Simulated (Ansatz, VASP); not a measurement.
# One calculation of Sn, two programs

```
CELL_PARAMETERS angstrom
-1.86484 1.86484 1.86484
1.86484 -1.86484 1.86484
1.86484 1.86484 -1.86484
ATOMIC_POSITIONS crystal
Sn 0.00000 0.00000 0.00000
```

Change from the starting cell: volume scaled by 0.9405.

Alike in both runs: task single point; functional PBE; k mesh 15 × 15 × 15; occupations fermi-dirac, width 0.03 eV; no spin polarisation.

|  | VASP | Ansatz |
| --- | --- | --- |
| version | VASP 6.6.1 | Ansatz 0.2.0 |
| potentials or method | VASP PAW PBE potentials, release 64 (Sn_d), cutoff 520 eV | all-electron LAPW, scalar-relativistic |

|  | VASP | Ansatz | Ansatz less VASP |
| --- | --- | --- | --- |
| pressure (GPa) | 3.2 | 3.2 | +0.03 |

Ansatz ran all-electron here, and VASP with PAW potentials.
